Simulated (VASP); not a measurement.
# MgS (R3m) in VASP: single point with HSE06

Aim: the single point of MgS with HSE06.

Program: VASP 6.6.1. These are calculated values, not measurements. Logs are shortened: lines on timing, memory, paths and dates and some standing lists are left out, and cuts for length are marked.

**1. The cell of the first run**

Symmetry: R3m, No. 160, trigonal system. The conventional cell has a = 4.164 Å, b = 4.164 Å, c = 9.521 Å, α = 90.00°, β = 90.00°, γ = 120.00°. Mg (site symmetry 3m) has 4 S at 2.46 to 2.51 Å within 3.2 Å. Within 3.2 Å of S (site symmetry 3m) lie 4 Mg at 2.46 to 2.51 Å.

**2. Single point, HSE06 (epitaxial 111 strain +4.0%)**

Contents of POSCAR:

```
MgS
1.0
   -0.1305099322      2.8136019827      2.8136019827
    2.8136019827     -0.1305099322      2.8136019827
    2.8136019827      2.8136019827     -0.1305099322
Mg S
1 1
Direct
   -0.0041468711     -0.0041468711     -0.0041468711
    0.2541468711      0.2541468711      0.2541468711
```

Contents of INCAR.step1:

```
SYSTEM = MgS
ALGO = Normal ; EDIFF = 1E-5
ENCUT = 520 ; GGA = PE
ISIF = 2 ; ISMEAR = 0
LASPH = .TRUE. ; LCHARG = .FALSE.
LREAL = .FALSE. ; LWAVE = .TRUE.
NBANDS = 11 ; NELM = 60
PREC = Accurate ; SIGMA = 0.01
```

Contents of INCAR.step2:

```
SYSTEM = MgS
ALGO = Normal ; EDIFF = 1E-7
ENCUT = 520 ; GGA = PE
HFSCREEN = 0.2079 ; ISIF = 2
ISMEAR = 0 ; ISTART = 1
LASPH = .TRUE. ; LCHARG = .FALSE.
LHFCALC = .TRUE. ; LREAL = .FALSE.
LWAVE = .FALSE. ; NBANDS = 11
NELM = 60 ; PREC = Accurate
PRECFOCK = Normal ; SIGMA = 0.01
```

Contents of KPOINTS:

```
k-points
0
G
  6 6 6
  0 0 0
```

Potentials or basis: VASP PAW PBE potentials, release 64 (Mg, S).

On the command line:

```
cat potpaw_PBE.64/Mg/POTCAR potpaw_PBE.64/S/POTCAR > POTCAR
cp INCAR.step1 INCAR
mpirun -np 1 vasp_std > vasp.out
cp INCAR.step2 INCAR
mpirun -np 1 vasp_std > vasp.out
```

OUTCAR:

```text
SYSTEM = MgS
   EDIFF = 1E-7
   ENCUT = 520
   GGA = PE
   HFSCREEN = 0.2079
   ISIF = 2
   ISMEAR = 0
   ISTART = 1
   LASPH = .TRUE.
   LHFCALC = .TRUE.
   LREAL = .FALSE.
   NELM = 60
   PREC = Accurate
   PRECFOCK = Normal

 ion  position               nearest neighbor table
   1  0.996  0.996  0.996-   2 2.46   2 2.51   2 2.51   2 2.51
   2  0.254  0.254  0.254-   1 2.46   1 2.51   1 2.51   1 2.51

  LATTYP: Found a trigonal (rhomboedric) cell.
 ALAT       =     3.9811738315
 COS(alpha) =     0.4531271686

  Lattice vectors:

 A1 = (  -0.1305099322,   2.8136019827,   2.8136019827)
 A2 = (   2.8136019827,  -0.1305099322,   2.8136019827)
 A3 = (   2.8136019827,   2.8136019827,  -0.1305099322)

Analysis of symmetry for initial positions (statically):
=====================================================================
 Subroutine PRICEL returns:
 Original cell was already a primitive cell.

 Routine SETGRP: Setting up the symmetry group for a
 trigonal (rhombohedral) supercell.

 Subroutine GETGRP returns: Found  6 space group operations
 (whereof  6 operations were pure point group operations)
 out of a pool of 12 trial point group operations.

The static configuration has the point symmetry C_3v.

Analysis of symmetry for dynamics (positions and initial velocities):
=====================================================================
 Subroutine PRICEL returns:
 Original cell was already a primitive cell.

 Routine SETGRP: Setting up the symmetry group for a
 trigonal (rhombohedral) supercell.

 Subroutine GETGRP returns: Found  6 space group operations
 (whereof  6 operations were pure point group operations)
 out of a pool of 12 trial point group operations.

The dynamic configuration has the point symmetry C_3v.

 Subroutine INISYM returns: Found  6 space group operations
 (whereof  6 operations are pure point group operations),
 and found     1 'primitive' translations

----------------------------------------------------------------------------------------

                                     Primitive cell

  volume of cell :      47.6442

  direct lattice vectors                    reciprocal lattice vectors
    -0.130509932  2.813601983  2.813601983    -0.165798155  0.173862846  0.173862846
     2.813601983 -0.130509932  2.813601983     0.173862846 -0.165798155  0.173862846
     2.813601983  2.813601983 -0.130509932     0.173862846  0.173862846 -0.165798155

  length of vectors
     3.981173831  3.981173831  3.981173831     0.296556245  0.296556245  0.296556245

  position of ions in fractional coordinates (direct lattice)
     0.995853129  0.995853129  0.995853129
     0.254146871  0.254146871  0.254146871

  ion indices of the primitive-cell ions
   primitive index   ion index
                 1           1
                 2           2

----------------------------------------------------------------------------------------

 KPOINTS: k-points

Automatic generation of k-mesh.
 Grid dimensions read from file:
 generate k-points for:    6    6    6

 Generating k-lattice:

  Cartesian coordinates                     Fractional coordinates (reciprocal lattice)
    -0.027633026  0.028977141  0.028977141     0.166666667  0.000000000 -0.000000000
     0.028977141 -0.027633026  0.028977141     0.000000000  0.166666667 -0.000000000
     0.028977141  0.028977141 -0.027633026     0.000000000  0.000000000  0.166666667

  Length of vectors
     0.049426041  0.049426041  0.049426041

  Shift w.r.t. Gamma in fractional coordinates (k-lattice)
     0.000000000  0.000000000  0.000000000

 Subroutine IBZKPT returns following result:
 ===========================================

 Found     32 irreducible k-points:

 Following reciprocal coordinates:
            Coordinates               Weight
  0.000000  0.000000  0.000000      1.000000
  0.166667  0.000000  0.000000      6.000000
  0.333333 -0.000000 -0.000000      6.000000
  0.500000  0.000000  0.000000      3.000000
  0.166667  0.166667  0.000000      6.000000
  0.333333  0.166667  0.000000     12.000000
[... 16 lines left out ...]
  0.500000  0.500000  0.166667      6.000000
 -0.333333  0.500000  0.166667     12.000000
 [... further k-points ...]
   k-points           NKPTS =     32   k-points in BZ     NKDIM =    216   number of bands    NBANDS=     11
   number of dos      NEDOS =    301   number of ions     NIONS =      2
   total plane-waves  NPLWV =  27000
   dimension x,y,z NGX =    30 NGY =   30 NGZ =   30
   dimension x,y,z NGXF=    60 NGYF=   60 NGZF=   60
   ions per type =               1   1
   NGX,Y,Z   is equivalent  to a cutoff of  12.53, 12.53, 12.53 a.u.
   NGXF,Y,Z  is equivalent  to a cutoff of  25.05, 25.05, 25.05 a.u.
 SYSTEM =  MgS
   PREC   = accura    normal or accurate (medium, high low for compatibility)
   ISTART =      1    job   : 0-new  1-cont  2-samecut
   ICHARG =      0    charge: 1-file 2-atom 10-const
   ISPIN  =      1    spin polarized calculation?
   LNONCOLLINEAR =      F non collinear calculations
   LSORBIT =      F    spin-orbit coupling
   LASPH  =      T    aspherical Exc in radial PAW
   ENCUT  =  520.0 eV  38.22 Ry    6.18 a.u.   7.40  7.40  7.40*2*pi/ulx,y,z
   NELM   =     60;   NELMIN=  2; NELMDL=  0     # of ELM steps
   EDIFF  = 0.1E-06   stopping-criterion for ELM
   LREAL  =      F    real-space projection
   EDIFFG = 0.1E-05   stopping-criterion for IOM
   NSW    =      0    number of steps for IOM
   IBRION =     -1    ionic relax: 0-MD 1-quasi-New 2-CG
   NFREE  =      0    steps in history (QN), initial steepest desc. (CG)
   ISIF   =      2    stress and relaxation
   ISYM   =      3    0-nonsym 1-usesym 2-fastsym
   POTIM  = 0.5000    time-step for ionic-motion
   TEBEG  =    0.0;   TEEND  =   0.0 temperature during run
   PSTRESS=    0.0 pullay stress
   NELECT =       8.0000    total number of electrons
   NUPDOWN=      -1.0000    fix difference up-down
   EMIN   =  10.00;   EMAX   =-10.00  energy-range for DOS
   EFERMI =   0.00;   METHOD = LEGACY
   ISMEAR =     0;   SIGMA  =   0.01  broadening in eV -4-tet -1-fermi 0-gaus
   EFERMI_NEDOS =   21; number of points for ismear=-14 and -15
   IALGO  =     38    algorithm
   IMIX   =      1    mixing-type and parameters
     AMIX     =   0.40;   BMIX     =  1.00
     AMIX_MAG =   1.60;   BMIX_MAG =  1.00
  volume/ion in A,a.u.               =      23.82       160.76
  Fermi-wavevector in a.u.,A,eV,Ry     =   0.903167  1.706738 11.098419  0.815711
  Thomas-Fermi vector in A             =   2.026460
   LORBIT       =      0    0 simple, 1 ext, 2 COOP (PROOUT), +10 PAW based schemes
   GGA     = PE    functional components
   LHFCALC =     T    Hartree Fock is set to
   PRECFOCK=normal    Normal, Fast or Accurate (Low or Medium for compatibility)
   ENCUT4O =  -1.0   cutoff for four orbital integrals eV
   NKREDX  =     1    reduce k-point grid by
   NKREDY  =     1    reduce k-point grid by
   NKREDZ  =     1    reduce k-point grid by
   AEXX    =    0.2500 exact exchange contribution
   HFSCREEN=    0.2079 screening length (either q_TF or 0.3 A-1)
   HFSCREENC=   0.2079 screening length for correlation (either q_TF or 0.3 A-1)
   ENCUTFOCK=  -1.0 apply spherical cutoff to Coloumb kernel
   IVDW    =     0    specifies the selected vdW correction
   LEPSILON=     F    determine dielectric tensor
   LRPA    =     F    only Hartree local field effects (RPA)
 non-spin polarized calculation
 Gauss-broadening in eV      SIGMA  =   0.01
  energy-cutoff  :      520.00
  volume of cell :       47.64
 maximum number of plane-waves:      1296
 NGX is ok and might be reduce to    30
  NGX = 24; NGY = 24; NGZ = 24

 number of electron       8.0000000 magnetization

 Free energy of the ion-electron system (eV)
  ---------------------------------------------------
  ext. energy  EPLUGINS =         0.00000000
  ---------------------------------------------------
  free energy    TOTEN  =        -9.79603502 eV

  energy without entropy =       -9.79603502  energy(sigma->0) =       -9.79603502

 E-fermi :   0.4241     XC(G=0):  -6.8759

 val. band max:        0.2844119968   @ k =   0.0000   0.0000   0.0000
 cond. band min:       4.2424440718   @ k =   0.0000   0.0000   0.0000
 fundamental gap:      3.9580320750
 Fermi energy:         0.4240805900

 k-point     1 :       0.0000    0.0000    0.0000
  band No.  band energies     occupation
      1     -12.2018      2.00000
      2      -0.0457      2.00000
      3      -0.0457      2.00000
      4       0.2844      2.00000
      5       4.2424      0.00000
      6       8.7992      0.00000
      7       8.7992      0.00000
      8       9.7772      0.00000
      9      12.1555      0.00000
     10      12.1555      0.00000
     11      14.6229      0.00000

 k-point     2 :       0.1667    0.0000    0.0000
  band No.  band energies     occupation
      1     -12.0567      2.00000
      2      -1.0771      2.00000
      3      -0.1122      2.00000
      4       0.1502      2.00000
      5       5.2627      0.00000
      6       8.6560      0.00000
      7       9.0746      0.00000
      8       9.8742      0.00000
      9      11.4030      0.00000
     10      11.7312      0.00000
     11      13.9018      0.00000

 k-point     3 :       0.3333   -0.0000   -0.0000
  band No.  band energies     occupation
      1     -11.7358      2.00000
      2      -2.5749      2.00000
      3      -0.2350      2.00000
      4      -0.0332      2.00000
      5       6.1237      0.00000
      6       8.9452      0.00000
      7       9.0109      0.00000
      8       9.5575      0.00000
      9      12.0493      0.00000
     10      12.8366      0.00000
     11      13.3090      0.00000
[... 267 lines left out ...]
 k-point    23 :       0.5000    0.5000    0.1667
  band No.  band energies     occupation
      1     -11.3322      2.00000
      2      -2.6500      2.00000
      3      -1.1883      2.00000
      4      -1.0376      2.00000
      5       5.4738      0.00000
      6       7.5943      0.00000
      7      10.1728      0.00000
      8      11.2071      0.00000
      9      13.1871      0.00000
     10      15.3325      0.00000
     11      16.1696      0.00000

 k-point    24 :      -0.3333    0.5000    0.1667
  band No.  band energies     occupation
      1     -11.2951      2.00000
      2      -2.5353      2.00000
      3      -1.5577      2.00000
      4      -1.1706      2.00000
      5       5.9642      0.00000
      6       7.9627      0.00000
      7      10.1562      0.00000
      8      10.8350      0.00000
      9      13.5426      0.00000
     10      14.9588      0.00000
     11      15.1405      0.00000

 [... further k-points ...]

------------------------ aborting loop because EDIFF is reached ----------------------------------------

  FORCE on cell =-STRESS in cart. coord.  units (eV):
  Direction    XX          YY          ZZ          XY          YZ          ZX
  --------------------------------------------------------------------------------------
  -------------------------------------------------------------------------------------
  Total       -0.8535018     -0.8535018     -0.8535018      0.4019451      0.4019451      0.4019451
  in kB      -28.7015154    -28.7015154    -28.7015154     13.5165884     13.5165884     13.5165884
  external PRESSURE =     -28.7015154 kB  Pullay stress =       0.0000000 kB

 VOLUME and BASIS-vectors are now :
 -----------------------------------------------------------------------------
  energy-cutoff  :      520.00
  volume of cell :       47.64
      direct lattice vectors                 reciprocal lattice vectors
    -0.130509932  2.813601983  2.813601983    -0.165798155  0.173862846  0.173862846
     2.813601983 -0.130509932  2.813601983     0.173862846 -0.165798155  0.173862846
     2.813601983  2.813601983 -0.130509932     0.173862846  0.173862846 -0.165798155

 POSITION                                       TOTAL-FORCE (eV/Angst)
 -----------------------------------------------------------------------------------
      5.47390      5.47390      5.47390         0.004107      0.004107      0.004107
      1.39697      1.39697      1.39697        -0.004107     -0.004107     -0.004107
 -----------------------------------------------------------------------------------
    total drift:                               -0.000118     -0.000118     -0.000119

  FREE ENERGIE OF THE ION-ELECTRON SYSTEM (eV)
  ---------------------------------------------------
  free  energy   TOTEN  =        -9.7960350228 eV

  energy  without entropy=       -9.7960350228  energy(sigma->0) =       -9.79603502
```

Wall time 13 min (1 thread of Intel Xeon Platinum 8488C (Sapphire Rapids), shared host); peak memory 0.3 GiB.

Results:

| Item | Value |
| --- | --- |
| Free energy | -9.7960 eV |
| Pressure | -2.9 GPa |
| Largest force | 0.007 eV/Å |
| Band gap on the k mesh | 3.96 eV |

Forces in eV/Å, atoms in the order of the input:
```
Mg   0.004  0.004  0.004
S   -0.004 -0.004 -0.004
```

Levels at points of the mesh, in eV from the valence-band top:
```csv
k point,band 1,band 2,band 3,band 4,band 5,band 6,band 7,band 8
"(0.00, 0.00, 0.00)",-12.49,-0.33,-0.33,0.00,3.96,8.51,8.51,9.49
"(0.50, 0.00, 0.00)",-11.84,-3.49,-0.58,-0.40,5.88,8.40,8.84,9.36
"(0.50, 0.50, 0.00)",-11.59,-3.14,-1.48,-1.09,4.60,6.48,11.74,12.93
"(0.50, 0.50, 0.50)",-11.70,-3.34,-0.77,-0.77,5.51,8.13,8.13,9.35
```

Caveat: the cell differs from its parent crystal (epitaxial 111 strain +4.0%); the PAW data sets were made with another functional, which shifts forces and pressure a little.
